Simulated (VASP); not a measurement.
Wanted: the native input for a VASP 6.6.1 run.

| Quantity | Value |
| --- | --- |
| Task | single point |
| Functional | PBE |
| Potentials or basis | VASP PAW PBE potentials, release 64 (Zn, S) |
| Cutoff | 520 eV |
| k mesh | 12 × 12 × 2 |
| Occupations | gaussian, width 0.05 eV |
| Spin | no spin polarisation |
| Dipole correction | no |
| Further INCAR settings | ALGO = Normal; EDIFF = 1e-06; NBANDS = 46 |

The structure of ZnS lies in POSCAR:

```
ZnS
1.0
    3.8467234434      0.0000000000      0.0000000000
   -1.9233617217      3.3313602233      0.0000000000
    0.0000000000      0.0000000000     12.5902250239
Zn S
4 4
Direct
    0.0000000000      0.0000000000      0.0053181660
    0.0000000000      0.0000000000      0.4947825278
    0.3333333333      0.6666666667      0.2536487215
    0.6666666667      0.3333333333      0.7464003059
    0.0000000000      0.0000000000      0.1694186908
    0.0000000000      0.0000000000      0.7051607048
    0.3333333333      0.6666666667      0.4376369101
    0.6666666667      0.3333333333      0.9376339729
```

This cell differs from its parent crystal: mode 23 (322.4 1/cm) frozen in, largest displacement +0.225 Å.

The input as run:

INCAR

```
PREC     = Accurate       # precision mode
ENCUT    = 520            # plane-wave cutoff, eV
EDIFF    = 1E-6           # SCF threshold, eV
ISMEAR   = 0              # smearing method
SIGMA    = 0.05           # smearing width, eV
LREAL    = F              # projectors in reciprocal space
LASPH    = T              # aspherical terms in the spheres
NELM     = 60             # most SCF steps
ALGO     = Normal         # electronic algorithm
ISIF     = 2              # what is computed and relaxed
LWAVE    = F              # write WAVECAR
LCHARG   = F              # write CHGCAR
GGA      = PE             # functional
NBANDS   = 46             # bands
```

KPOINTS

```
regular mesh
0
Gamma
  12 12 2
```

Potentials or basis: VASP PAW PBE potentials, release 64 (Zn, S).

Run with:

```sh
$ cat potpaw_PBE.64/Zn/POTCAR potpaw_PBE.64/S/POTCAR > POTCAR
$ mpirun -np 1 vasp_std > vasp.out
```

It gave:

```
Pressure               : 1.6 GPa
Largest force          : 4.257 eV/Å
Band gap on the k mesh : 1.24 eV, direct
```

Caveat: the cell differs from its parent crystal (mode 23 (322.4 1/cm) frozen in, largest displacement +0.225 Å); forces of over 1 eV/Å act on the atoms, so gaps and moduli don't describe the material at rest.

Run time: 7.3 min on 1 thread of Intel(R) Xeon(R) Platinum 8488C (Sapphire Rapids), with other jobs on the host, peak memory 0.39 GiB.
